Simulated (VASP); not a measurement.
Input of a VASP 6.6.1 run:

Contents of INCAR:

```
SYSTEM = Ti
PREC = Accurate
ENCUT = 450
EDIFF = 1E-7
ISMEAR = -1
SIGMA = 0.05
LREAL = .FALSE.
LASPH = .TRUE.
NELM = 120
ALGO = Normal
ISIF = 2
LWAVE = .FALSE.
LCHARG = .FALSE.
GGA = PE
IBRION = 2
NSW = 80
EDIFFG = -0.02
GGA_COMPAT = .FALSE.
NELMIN = 4
```

KPOINTS

```
regular mesh
0
G
  18 18 10
  0 0 0
```

POSCAR

```
Ti
1.0
    3.0078556446      0.0000000000      0.0000000000
   -1.5039278223      2.6048793991      0.0000000000
    0.0000000000      0.0000000000      4.7779056859
Ti
2
Direct
    0.3333333333      0.6666666667      0.2500000000
    0.6666666667      0.3333333333      0.7500000000
```

Potentials or basis: VASP PAW PBE potentials, release 64 (Ti_sv).

Launch:

```console
$ cat potpaw_PBE.64/Ti_sv/POTCAR > POTCAR
$ mpirun -np 1 vasp_std > vasp.out
```

Q: Estimate the band gap on the k mesh.

A: Zero (bands 12 and 13 overlap by 1.06 eV).

Final structure:
```cif
data_structure
_symmetry_space_group_name_H-M 'P 1'
_symmetry_Int_Tables_number 1
_cell_length_a 3.0079
_cell_length_b 3.0079
_cell_length_c 4.7779
_cell_angle_alpha 90.000
_cell_angle_beta 90.000
_cell_angle_gamma 120.000
_cell_volume 37.44
loop_
_atom_site_label
_atom_site_type_symbol
_atom_site_fract_x
_atom_site_fract_y
_atom_site_fract_z
_atom_site_occupancy
Ti1 Ti 0.33333 0.66667 0.25000 1
Ti2 Ti 0.66667 0.33333 0.75000 1
```
